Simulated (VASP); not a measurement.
ZnSnN2:

```
Zn N Sn
1.0
     3.41366    0.00000    0.00000
     0.00000    3.41366    0.00000
     0.00000    0.00000    4.76422
Zn N Sn
1 2 1
Direct
  0.00000 0.00000 0.00000
  0.00000 0.50000 0.24430
  0.50000 0.00000 0.75570
  0.50000 0.50000 0.50000
```

```yaml
Program: VASP 6.6.1
Task: relaxation of cell and atoms
Functional: PBEsol
Potentials_or_basis: VASP PAW PBE potentials, release 64 (Zn, N, Sn_d)
Cutoff: 600 eV
k_mesh: 6 × 6 × 6
Occupations: fermi-dirac, width 0.02 eV
Spin: no spin polarisation
```

At the start: pressure -5.0 GPa; volume 13.88 Å³/atom.

Task: How do energy, volume and symmetry change on relaxing?

Result: Over 10 steps the energy falls by 8.1 meV/atom and the volume is 13.38 Å³/atom (-3.6 %); space group P-4m2 (No. 115, to 0.05 Å).

The path:
| step | energy change (eV) | largest force (eV/Å) | pressure (GPa) | volume (Å³) |
| --- | --- | --- | --- | --- |
| 1 | 0.0000 | 0.0007 | -5.00 | 55.52 |
| 2 | -0.0109 | 0.2107 | 4.52 | 52.11 |
| 3 | -0.0312 | 0.1152 | 0.04 | 53.59 |
| 4 | -0.0312 | 0.1126 | -0.11 | 53.63 |
| 5 | -0.0320 | 0.0333 | -0.11 | 53.59 |
| 6 | -0.0321 | 0.0130 | -0.11 | 53.57 |
| 7 | -0.0322 | 0.0053 | 0.11 | 53.49 |
| 8 | -0.0323 | 0.0031 | 0.15 | 53.47 |
| 9 | -0.0323 | 0.0005 | 0.05 | 53.51 |
| 10 | -0.0324 | 0.0032 | -0.03 | 53.54 |

Final structure:
```xyz
4
Lattice="3.3805 0.0000 0.0000 0.0000 3.3805 0.0000 0.0000 0.0000 4.6846" Properties=species:S:1:pos:R:3 pbc="T T T"
Zn    0.0000    0.0000    0.0000
N     0.0000    1.6903    1.1368
N     1.6903    0.0000    3.5478
Sn    1.6903    1.6903    2.3423
```

Caveat: the PAW data sets were made with another functional, which shifts forces and pressure a little.
